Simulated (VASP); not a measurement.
# Te (R-3m) in VASP: further runs

Te is run at these levels: r2SCAN; tasks: single point, relaxation of shape and atoms at fixed volume.

Everything below comes from runs of VASP 6.6.1. Logs are shortened: lines on timing, memory, paths and dates and some standing lists are left out, and cuts for length are marked.

### Step 1. The cell of the first run

It takes space group R-3m (No. 166, trigonal). The conventional cell has a = 4.505 Å, b = 4.505 Å, c = 5.350 Å, α = 90.00°, β = 90.00°, γ = 120.00°. Within 4.1 Å of Te (site symmetry -3m) lie 6 Te at 3.15 Å.

### Step 2. Single point, r2SCAN (31.35 Å³/atom)

The input, POSCAR:

```
Te
1.0
    2.2526226917      1.3005523175      1.7834970553
   -2.2526226917      1.3005523175      1.7834970553
    0.0000000000     -2.6011046349      1.7834970553
Te
1
Direct
    0.5000000000      0.5000000000      0.5000000000
```

The input, INCAR.step1:

```
SYSTEM = Te
ALGO     = Normal         ! electronic algorithm
EDIFF    = 1E-4           ! SCF threshold, eV
ENCUT    = 520            ! plane-wave cutoff, eV
GGA      = PE             ! functional
ISMEAR   = 0              ! smearing method
LASPH    = .TRUE.         ! aspherical terms in the spheres
LCHARG   = .FALSE.        ! write CHGCAR
LREAL    = .FALSE.        ! projectors in reciprocal space
LWAVE    = .TRUE.         ! write WAVECAR
NBANDS   = 9              ! bands
NELM     = 100            ! most SCF steps
PREC     = Accurate       ! precision mode
SIGMA    = 0.1            ! smearing width, eV
```

The input, INCAR.step2:

```
SYSTEM = Te
ALGO     = Normal         ! electronic algorithm
EDIFF    = 1E-6           ! SCF threshold, eV
ENCUT    = 520            ! plane-wave cutoff, eV
ISIF     = 2              ! what is computed and relaxed
ISMEAR   = 0              ! smearing method
ISTART   = 1            
LASPH    = .TRUE.         ! aspherical terms in the spheres
LCHARG   = .FALSE.        ! write CHGCAR
LMIXTAU  = .TRUE.       
LREAL    = .FALSE.        ! projectors in reciprocal space
LWAVE    = .FALSE.        ! write WAVECAR
METAGGA  = R2SCAN         ! meta-GGA
NBANDS   = 9              ! bands
NELM     = 100            ! most SCF steps
PREC     = Accurate       ! precision mode
SIGMA    = 0.1            ! smearing width, eV
```

The input, KPOINTS:

```
k-points
0
G
  15 15 15
  0 0 0
```

Potentials or basis: VASP PAW PBE potentials, release 64 (Te).

Run with:

```console
$ cat potpaw_PBE.64/Te/POTCAR > POTCAR
$ cp INCAR.step1 INCAR
$ mpirun -np 1 vasp_std > vasp.out
$ cp INCAR.step2 INCAR
$ mpirun -np 1 vasp_std > vasp.out
```

OUTCAR:

```text
SYSTEM = Te
   EDIFF = 1E-6
   ENCUT = 520
   ISIF = 2
   ISMEAR = 0
   ISTART = 1
   LASPH = .TRUE.
   LREAL = .FALSE.
   METAGGA = R2SCAN
   NELM = 100
   PREC = Accurate

 ion  position               nearest neighbor table
   1  0.500  0.500  0.500-

  LATTYP: Found a trigonal (rhomboedric) cell.
 ALAT       =     3.1538241974
 COS(alpha) =    -0.0203095300

  Lattice vectors:

 A1 = (   2.2526226917,   1.3005523175,   1.7834970553)
 A2 = (  -2.2526226917,   1.3005523175,   1.7834970553)
 A3 = (   0.0000000000,  -2.6011046349,   1.7834970553)

Analysis of symmetry for initial positions (statically):
=====================================================================
 Subroutine PRICEL returns:
 Original cell was already a primitive cell.

 Routine SETGRP: Setting up the symmetry group for a
 trigonal (rhombohedral) supercell.

 Subroutine GETGRP returns: Found 12 space group operations
 (whereof 12 operations were pure point group operations)
 out of a pool of 12 trial point group operations.

The static configuration has the point symmetry D_3d.

Analysis of symmetry for dynamics (positions and initial velocities):
=====================================================================
 Subroutine PRICEL returns:
 Original cell was already a primitive cell.

 Routine SETGRP: Setting up the symmetry group for a
 trigonal (rhombohedral) supercell.

 Subroutine GETGRP returns: Found 12 space group operations
 (whereof 12 operations were pure point group operations)
 out of a pool of 12 trial point group operations.

The dynamic configuration has the point symmetry D_3d.

 Subroutine INISYM returns: Found 12 space group operations
 (whereof 12 operations are pure point group operations),
 and found     1 'primitive' translations

----------------------------------------------------------------------------------------

                                     Primitive cell

  volume of cell :      31.3502

  direct lattice vectors                    reciprocal lattice vectors
     2.252622692  1.300552317  1.783497055     0.221963493  0.128150682  0.186898729
    -2.252622692  1.300552317  1.783497055    -0.221963493  0.128150682  0.186898729
     0.000000000 -2.601104635  1.783497055     0.000000000 -0.256301364  0.186898729

  length of vectors
     3.153824197  3.153824197  3.153824197     0.317208960  0.317208960  0.317208960

  position of ions in fractional coordinates (direct lattice)
     0.500000000  0.500000000  0.500000000

  ion indices of the primitive-cell ions
   primitive index   ion index
                 1           1

----------------------------------------------------------------------------------------

 KPOINTS: k-points

Automatic generation of k-mesh.
 Grid dimensions read from file:
 generate k-points for:   15   15   15

 Generating k-lattice:

  Cartesian coordinates                     Fractional coordinates (reciprocal lattice)
     0.014797566  0.008543379  0.012459915     0.066666667 -0.000000000 -0.000000000
    -0.014797566  0.008543379  0.012459915    -0.000000000  0.066666667 -0.000000000
     0.000000000 -0.017086758  0.012459915     0.000000000  0.000000000  0.066666667

  Length of vectors
     0.021147264  0.021147264  0.021147264

  Shift w.r.t. Gamma in fractional coordinates (k-lattice)
     0.000000000  0.000000000  0.000000000

 Subroutine IBZKPT returns following result:
 ===========================================

 Found    344 irreducible k-points:

 Following reciprocal coordinates:
            Coordinates               Weight
  0.000000  0.000000  0.000000      1.000000
  0.066667 -0.000000  0.000000      6.000000
  0.133333 -0.000000 -0.000000      6.000000
  0.200000 -0.000000  0.000000      6.000000
  0.266667 -0.000000 -0.000000      6.000000
  0.333333 -0.000000 -0.000000      6.000000
[... 16 lines left out ...]
  0.133333  0.133333 -0.000000      6.000000
  0.200000  0.133333  0.000000     12.000000
 [... further k-points ...]
   k-points           NKPTS =    344   k-points in BZ     NKDIM =    344   number of bands    NBANDS=      9
   number of dos      NEDOS =    301   number of ions     NIONS =      1
   total plane-waves  NPLWV =  13824
   dimension x,y,z NGX =    24 NGY =   24 NGZ =   24
   dimension x,y,z NGXF=    48 NGYF=   48 NGZF=   48
   ions per type =               1
   NGX,Y,Z   is equivalent  to a cutoff of  12.65, 12.65, 12.65 a.u.
   NGXF,Y,Z  is equivalent  to a cutoff of  25.30, 25.30, 25.30 a.u.
 SYSTEM =  Te
   PREC   = accura    normal or accurate (medium, high low for compatibility)
   ISTART =      1    job   : 0-new  1-cont  2-samecut
   ICHARG =      0    charge: 1-file 2-atom 10-const
   ISPIN  =      1    spin polarized calculation?
   LNONCOLLINEAR =      F non collinear calculations
   LSORBIT =      F    spin-orbit coupling
   LASPH  =      T    aspherical Exc in radial PAW
   ENCUT  =  520.0 eV  38.22 Ry    6.18 a.u.   5.86  5.86  5.86*2*pi/ulx,y,z
   NELM   =    100;   NELMIN=  2; NELMDL=  0     # of ELM steps
   EDIFF  = 0.1E-05   stopping-criterion for ELM
   LREAL  =      F    real-space projection
   EDIFFG = 0.1E-04   stopping-criterion for IOM
   NSW    =      0    number of steps for IOM
   IBRION =     -1    ionic relax: 0-MD 1-quasi-New 2-CG
   NFREE  =      0    steps in history (QN), initial steepest desc. (CG)
   ISIF   =      2    stress and relaxation
   ISYM   =      2    0-nonsym 1-usesym 2-fastsym
   POTIM  = 0.5000    time-step for ionic-motion
   TEBEG  =    0.0;   TEEND  =   0.0 temperature during run
   PSTRESS=    0.0 pullay stress
   NELECT =       6.0000    total number of electrons
   NUPDOWN=      -1.0000    fix difference up-down
   EMIN   =  10.00;   EMAX   =-10.00  energy-range for DOS
   EFERMI =   0.00;   METHOD = LEGACY
   ISMEAR =     0;   SIGMA  =   0.10  broadening in eV -4-tet -1-fermi 0-gaus
   EFERMI_NEDOS =   21; number of points for ismear=-14 and -15
   IALGO  =     38    algorithm
   IMIX   =      4    mixing-type and parameters
     AMIX     =   0.40;   BMIX     =  1.00
     AMIX_MAG =   1.60;   BMIX_MAG =  1.00
  volume/ion in A,a.u.               =      31.35       211.56
  Fermi-wavevector in a.u.,A,eV,Ry     =   0.943435  1.782833 12.110130  0.890069
  Thomas-Fermi vector in A             =   2.071142
   LORBIT       =      0    0 simple, 1 ext, 2 COOP (PROOUT), +10 PAW based schemes
   METAGGA = R2SCAN    functional components
   LHFCALC =     F    Hartree Fock is set to
   AEXX    =    0.0000 exact exchange contribution
   IVDW    =     0    specifies the selected vdW correction
   LEPSILON=     F    determine dielectric tensor
   LRPA    =     F    only Hartree local field effects (RPA)
 non-spin polarized calculation
 Gauss-broadening in eV      SIGMA  =   0.10
  energy-cutoff  :      520.00
  volume of cell :       31.35
 maximum number of plane-waves:       873
   NGX = 11   NGY = 11   NGZ = 11

 number of electron       5.9999999 magnetization

 Free energy of the ion-electron system (eV)
  ---------------------------------------------------
  ext. energy  EPLUGINS =         0.00000000
  ---------------------------------------------------
  free energy    TOTEN  =       -25.33585379 eV

  energy without entropy =      -25.33341781  energy(sigma->0) =      -25.33463580

 E-fermi :   6.9269     XC(G=0):  -9.9414

 val. band max:        6.9266024384   @ k =  -0.2667   0.4000   0.2000
 cond. band min:       6.9332657546   @ k =   0.4667   0.2000   0.2000
 fundamental gap:      0.0066633161
 Fermi energy:         6.9268633861

 k-point     1 :       0.0000    0.0000    0.0000
  band No.  band energies     occupation
      1      -7.6616      2.00000
      2       8.0884      0.00000
      3       8.2495      0.00000
      4       8.2495      0.00000
      5      13.2122      0.00000
      6      13.2122      0.00000
      7      14.3149      0.00000
      8      25.3398      0.00000
      9      25.4260      0.00000

 k-point     2 :       0.0667   -0.0000    0.0000
  band No.  band energies     occupation
      1      -7.6032      2.00000
      2       7.5072      0.00000
      3       8.2020      0.00000
      4       8.3023      0.00000
      5      13.2640      0.00000
      6      13.6703      0.00000
      7      14.7084      0.00000
      8      24.2043      0.00000
      9      24.2544      0.00000

 k-point     3 :       0.1333   -0.0000   -0.0000
  band No.  band energies     occupation
      1      -7.4303      2.00000
      2       6.1049      2.00000
      3       8.3505      0.00000
      4       8.4565      0.00000
      5      13.4175      0.00000
      6      14.0959      0.00000
      7      16.1916      0.00000
      8      22.7627      0.00000
      9      22.8171      0.00000

 k-point     4 :       0.2000   -0.0000    0.0000
  band No.  band energies     occupation
      1      -7.1519      2.00000
      2       4.5741      2.00000
      3       8.5909      0.00000
      4       8.6982      0.00000
      5      13.6667      0.00000
      6      14.4498      0.00000
      7      18.1475      0.00000
      8      21.4215      0.00000
      9      21.4730      0.00000
[... 205 lines left out ...]
 k-point    22 :      -0.0667    0.0667    0.0000
  band No.  band energies     occupation
      1      -7.5465      2.00000
      2       7.4933      0.00000
      3       7.6774      0.00000
      4       8.3063      0.00000
      5      13.4950      0.00000
      6      14.0707      0.00000
      7      14.9169      0.00000
      8      22.9179      0.00000
      9      24.2794      0.00000

 k-point    23 :       0.1333    0.1333   -0.0000
  band No.  band energies     occupation
      1      -7.1919      2.00000
      2       6.2127      2.00000
      3       6.3384      2.00000
      4       8.6152      0.00000
      5      13.9599      0.00000
      6      16.1280      0.00000
      7      16.5967      0.00000
      8      20.8138      0.00000
      9      22.8824      0.00000

 k-point    24 :       0.2000    0.1333    0.0000
  band No.  band energies     occupation
      1      -6.9101      2.00000
      2       4.7432      2.00000
      3       6.5160      2.00000
      4       8.8578      0.00000
      5      14.2493      0.00000
      6      16.5281      0.00000
      7      18.0447      0.00000
      8      19.8154      0.00000
      9      21.6223      0.00000

 [... further k-points ...]

------------------------ aborting loop because EDIFF is reached ----------------------------------------

  FORCE on cell =-STRESS in cart. coord.  units (eV):
  Direction    XX          YY          ZZ          XY          YZ          ZX
  --------------------------------------------------------------------------------------
  -------------------------------------------------------------------------------------
  Total        0.3509408      0.3509408      0.3267903      0.0000000      0.0000000     -0.0000000
  in kB       17.9351276     17.9351276     16.7008984      0.0000000      0.0000000     -0.0000000
  external PRESSURE =      17.5237179 kB  Pullay stress =       0.0000000 kB

 VOLUME and BASIS-vectors are now :
 -----------------------------------------------------------------------------
  energy-cutoff  :      520.00
  volume of cell :       31.35
      direct lattice vectors                 reciprocal lattice vectors
     2.252622692  1.300552317  1.783497055     0.221963493  0.128150682  0.186898729
    -2.252622692  1.300552317  1.783497055    -0.221963493  0.128150682  0.186898729
     0.000000000 -2.601104635  1.783497055     0.000000000 -0.256301364  0.186898729

 POSITION                                       TOTAL-FORCE (eV/Angst)
 -----------------------------------------------------------------------------------
      0.00000      0.00000      2.67525         0.000000      0.000000      0.000000
 -----------------------------------------------------------------------------------
    total drift:                                0.000000      0.000000     -0.000000

  FREE ENERGIE OF THE ION-ELECTRON SYSTEM (eV)
  ---------------------------------------------------
  free  energy   TOTEN  =       -25.3358537850 eV

  energy  without entropy=      -25.3334178073  energy(sigma->0) =      -25.33463580
```

It took 1.8 min on 1 thread of AMD EPYC 9R45 (Zen 5), shared host; peak memory 0.19 GiB.

Results:

| Property | Result |
| --- | --- |
| Free energy | -25.3359 eV |
| Pressure | 1.8 GPa |
| Band gap on the k mesh | zero (bands 3 and 4 overlap by 5.92 eV) |

Caveat: the PAW data sets were made with another functional, which shifts forces and pressure a little; spin-orbit coupling is left out, which moves the levels of the heavy elements.

### Step 3. Single point, r2SCAN

This run uses another cell than the first one, of 32.32 Å³/atom.

The input, POSCAR:

```
Te
1.0
    2.2756102252      1.3138241761      1.8016972619
   -2.2756102252      1.3138241761      1.8016972619
    0.0000000000     -2.6276483522      1.8016972619
Te
1
Direct
    0.5000000000      0.5000000000      0.5000000000
```

The input, INCAR.step1:

```
PREC = Accurate
ENCUT = 520
ISMEAR = 0
SIGMA = 0.1
LREAL = False
LASPH = True
NELM = 60
NBANDS = 9
GGA = PE
ALGO = Normal
EDIFF = 1E-4
LWAVE = True
LCHARG = False
```

The input, INCAR.step2:

```
PREC = Accurate
ENCUT = 520
EDIFF = 1E-7
ISMEAR = 0
SIGMA = 0.1
LREAL = False
LASPH = True
NELM = 60
ALGO = Normal
ISIF = 2
LWAVE = False
LCHARG = False
METAGGA = R2SCAN
LMIXTAU = True
NBANDS = 9
ISTART = 1
```

The input, KPOINTS:

```
Automatic mesh
0
Gamma
  15 15 15
```

Potentials or basis: VASP PAW PBE potentials, release 64 (Te).

Run with:

```console
$ cat potpaw_PBE.64/Te/POTCAR > POTCAR
$ cp INCAR.step1 INCAR
$ mpirun -np 1 vasp_std > vasp.out
$ cp INCAR.step2 INCAR
$ mpirun -np 1 vasp_std > vasp.out
```

OUTCAR:

```text
PREC = Accurate
   ENCUT = 520
   EDIFF = 1E-7
   ISMEAR = 0
   LREAL = False
   LASPH = True
   NELM = 60
   ISIF = 2
   METAGGA = R2SCAN
   ISTART = 1

 ion  position               nearest neighbor table
   1  0.500  0.500  0.500-

  LATTYP: Found a trigonal (rhomboedric) cell.
 ALAT       =     3.1860082998
 COS(alpha) =    -0.0203095300

  Lattice vectors:

 A1 = (   2.2756102252,   1.3138241761,   1.8016972619)
 A2 = (  -2.2756102252,   1.3138241761,   1.8016972619)
 A3 = (   0.0000000000,  -2.6276483522,   1.8016972619)
[... 467 lines left out ...]

 [... further k-points ...]

------------------------ aborting loop because EDIFF is reached ----------------------------------------

  FORCE on cell =-STRESS in cart. coord.  units (eV):
  Direction    XX          YY          ZZ          XY          YZ          ZX
  --------------------------------------------------------------------------------------
  -------------------------------------------------------------------------------------
  Total       -0.0071540     -0.0071540     -0.0047521      0.0000000      0.0000000      0.0000000
  in kB       -0.3546411     -0.3546411     -0.2355724      0.0000000      0.0000000      0.0000000
  external PRESSURE =      -0.3149516 kB  Pullay stress =       0.0000000 kB

 VOLUME and BASIS-vectors are now :
 -----------------------------------------------------------------------------
  energy-cutoff  :      520.00
  volume of cell :       32.32
      direct lattice vectors                 reciprocal lattice vectors
     2.275610225  1.313824176  1.801697262     0.219721284  0.126856142  0.185010734
    -2.275610225  1.313824176  1.801697262    -0.219721284  0.126856142  0.185010734
     0.000000000 -2.627648352  1.801697262     0.000000000 -0.253712285  0.185010734

 POSITION                                       TOTAL-FORCE (eV/Angst)
 -----------------------------------------------------------------------------------
      0.00000      0.00000      2.70255         0.000000      0.000000     -0.000000
 -----------------------------------------------------------------------------------
    total drift:                                0.000000      0.000000     -0.000000

  FREE ENERGIE OF THE ION-ELECTRON SYSTEM (eV)
  ---------------------------------------------------
  free  energy   TOTEN  =       -25.3409823942 eV

  energy  without entropy=      -25.3385171748  energy(sigma->0) =      -25.33974978
```

OUTCAR.step1:

```text
PREC = Accurate
   ENCUT = 520
   ISMEAR = 0
   LREAL = False
   LASPH = True
   NELM = 60
[... 503 lines left out ...]

 POSITION                                       TOTAL-FORCE (eV/Angst)
 -----------------------------------------------------------------------------------
      0.00000      0.00000      2.70255         0.000000      0.000000      0.000000
 -----------------------------------------------------------------------------------
    total drift:                                0.000000      0.000000     -0.000000

  FREE ENERGIE OF THE ION-ELECTRON SYSTEM (eV)
  ---------------------------------------------------
  free  energy   TOTEN  =        -3.1062878841 eV

  energy  without entropy=       -3.1038483472  energy(sigma->0) =       -3.10506812
```

OSZICAR.step1:

```text
N       E                     dE             d eps       ncg     rms          rms(c)
DAV:   1     0.173078267648E+02    0.17308E+02   -0.24384E+03  6192   0.525E+02
DAV:   2    -0.253362021808E+01   -0.19841E+02   -0.19010E+02  8181   0.720E+01
DAV:   3    -0.309666620684E+01   -0.56305E+00   -0.56071E+00  7467   0.151E+01
DAV:   4    -0.310122072495E+01   -0.45545E-02   -0.45543E-02  8747   0.156E+00
DAV:   5    -0.310126813943E+01   -0.47414E-04   -0.47414E-04  7764   0.123E-01    0.746E+00
DAV:   6    -0.310418447361E+01   -0.29163E-02   -0.82965E-04  7767   0.195E-01    0.457E+00
DAV:   7    -0.310625071441E+01   -0.20662E-02   -0.19764E-03  6618   0.298E-01    0.949E-02
DAV:   8    -0.310628788410E+01   -0.37170E-04   -0.50889E-05  7094   0.451E-02
   1 F= -.31062879E+01 E0= -.31050681E+01  d E =-.243954E-02
```

It took 2.1 min on 1 thread of AMD EPYC 9R45 (Zen 5), shared host; peak memory 0.19 GiB.

What came out:

| Item | Value |
| --- | --- |
| Free energy | -25.3410 eV |
| Pressure | 0.0 GPa |
| Band gap on the k mesh | zero (bands 3 and 4 overlap by 5.69 eV) |

Caveat: the PAW data sets were made with another functional, which shifts forces and pressure a little; spin-orbit coupling is left out, which moves the levels of the heavy elements.

### Step 4. Single point, r2SCAN

This run uses another cell than the first one, of 32.32 Å³/atom.

POSCAR is that of step 3.

The input, INCAR.step1:

```
SYSTEM = Te
ALGO = Normal
EDIFF = 1E-4
ENCUT = 520
GGA = PE
ISMEAR = 0
LASPH = .True.
LCHARG = .False.
LREAL = .False.
LWAVE = .True.
NBANDS = 9
NELM = 60
PREC = Accurate
SIGMA = 0.1
```

The input, INCAR.step2:

```
SYSTEM = Te
ALGO = Normal
EDIFF = 1E-6
ENCUT = 520
ISIF = 2
ISMEAR = 0
ISTART = 1
LASPH = .True.
LCHARG = .False.
LMIXTAU = .True.
LREAL = .False.
LWAVE = .False.
METAGGA = R2SCAN
NBANDS = 9
NELM = 60
PREC = Accurate
SIGMA = 0.1
```

The input, KPOINTS:

```
k-points
0
Gamma
  15 15 15
  0 0 0
```

Run with:

```console
$ cat potpaw_PBE.64/Te/POTCAR > POTCAR
$ cp INCAR.step1 INCAR
$ mpirun -np 1 vasp_std > vasp.out
$ cp INCAR.step2 INCAR
$ mpirun -np 1 vasp_std > vasp.out
```

Run time: 2.1 min. Hardware: 1 thread of AMD EPYC 9R45 (Zen 5), shared host; peak memory 0.19 GiB.

The run converged. Its results:

```
Free energy            : -25.3410 eV
Pressure               : 0.0 GPa
Band gap on the k mesh : zero (bands 3 and 4 overlap by 5.69 eV)
```

Levels at points of the mesh, in eV from the Fermi level:
```
           k point  band 1  band 2  band 3  band 4  band 5  band 6  band 7  band 8
(0.00, 0.00, 0.00)  -14.33    1.14    1.29    1.29    6.34    6.34    7.26   18.20
```

Caveat: the PAW data sets were made with another functional, which shifts forces and pressure a little; spin-orbit coupling is left out, which moves the levels of the heavy elements.

[end of part 1 of 2]
